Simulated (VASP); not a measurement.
Wanted: the native input for a VASP 6.6.1 run.

```yaml
Task: single point
Functional: PBE
Potentials_or_basis: VASP PAW PBE potentials, release 64 (Na_pv, Al, O)
Cutoff: 520 eV
k_mesh: 12 × 12 × 2
Occupations: gaussian, width 0.2 eV
Spin: no spin polarisation
Dipole_correction: no
Further_INCAR_settings: ALGO = Normal; EDIFF = 1e-07; NBANDS = 27
```

The structure of NaAl5O2 lies in POSCAR:

```
NaAl5O2
1.0
    2.9021633110      0.0000000000      0.0000000000
   -1.4510816555      2.5133471533      0.0000000000
    0.0000000000      0.0000000000     14.5354916480
Na Al O
1 5 2
Direct
    1.0000000000      1.0000000000      0.0000000000
    0.6666666667      0.3333333333      0.1877363290
    0.6666666667      0.3333333333      0.8122636710
    0.0000000000      1.0000000000      0.6598918562
    1.0000000000      1.0000000000      0.3401081438
    0.3333333333      0.6666666667      0.5000000000
    0.3333333333      0.6666666667      0.1165109371
    0.3333333333      0.6666666667      0.8834890629
```

These files were run (other wordings do the same):

INCAR

```
  ALGO = Normal
  EDIFF = 1E-7
  ENCUT = 520
  GGA = PE
  ISIF = 2
  ISMEAR = 0
  LASPH = T
  LCHARG = F
  LREAL = F
  LWAVE = F
  NBANDS = 27
  NELM = 60
  PREC = Accurate
  SIGMA = 0.2
```

KPOINTS

```
k-points
0
Gamma
  12 12 2
```

Potentials or basis: VASP PAW PBE potentials, release 64 (Na_pv, Al, O).

The run is started by

```console
$ cat potpaw_PBE.64/Na_pv/POTCAR potpaw_PBE.64/Al/POTCAR potpaw_PBE.64/O/POTCAR > POTCAR
$ mpirun -np 1 vasp_std > vasp.out
```

Results of the run:

| Property | Result |
| --- | --- |
| Pressure | 0.0 GPa |
| Largest force | 0.023 eV/Å |
| Band gap on the k mesh | zero (band 17 reaches 10.05 eV, above the bottom of band 18 at 6.70 eV) |

Wall time 49 s on 1 thread of Intel(R) Xeon(R) 6975P-C (Granite Rapids) (shared host), peak memory 0.27 GiB.
